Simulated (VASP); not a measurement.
Here is a VASP 6.6.1 calculation.

POSCAR

```
KCl
1.0
    0.0000000000      3.1649811200      3.1649811200
    3.1649811200      0.0000000000      3.1649811200
    3.1649811200      3.1649811200      0.0000000000
K Cl
1 1
Direct
    0.0000000000      0.0000000000      0.0000000000
    0.5000000000      0.5000000000      0.5000000000
```

Contents of INCAR.step1:

```
PREC = Accurate ; ENCUT = 600
ISMEAR = -1 ; SIGMA = 0.1
LREAL = F ; LASPH = T
NELM = 100 ; GGA = PE
ALGO = Normal ; EDIFF = 1E-4
LWAVE = T ; LCHARG = F
```

File INCAR.step2:

```
PREC = Accurate ; ENCUT = 600
EDIFF = 1E-7 ; ISMEAR = -1
SIGMA = 0.1 ; LREAL = F
LASPH = T ; NELM = 100
ALGO = Normal ; ISIF = 3
LWAVE = F ; LCHARG = F
METAGGA = R2SCAN ; LMIXTAU = T
IBRION = 2 ; NSW = 100
EDIFFG = -0.03 ; ISTART = 1
```

Contents of KPOINTS:

```
regular mesh
0
Gamma
  7 7 7
```

Potentials or basis: VASP PAW PBE potentials, release 64 (K_sv, Cl).

Launch:

```console
$ cat potpaw_PBE.64/K_sv/POTCAR potpaw_PBE.64/Cl/POTCAR > POTCAR
$ cp INCAR.step1 INCAR
$ mpirun -np 1 vasp_std > vasp.out
$ cp INCAR.step2 INCAR
$ mpirun -np 1 vasp_std > vasp.out
```

(1) What does it give for the relaxed volume?

(2) Predict the space group after relaxing (to 0.1 Å).

(3) Estimate the band gap on the k mesh.

## Answers

(1) 31.43 Å³/atom.

(2) Fm-3m (No. 225).

(3) 5.80 eV.

Caveat: the PAW data sets were made with another functional, which shifts forces and pressure a little; an odd mesh through Γ misses points on the zone boundary, where band edges can lie.
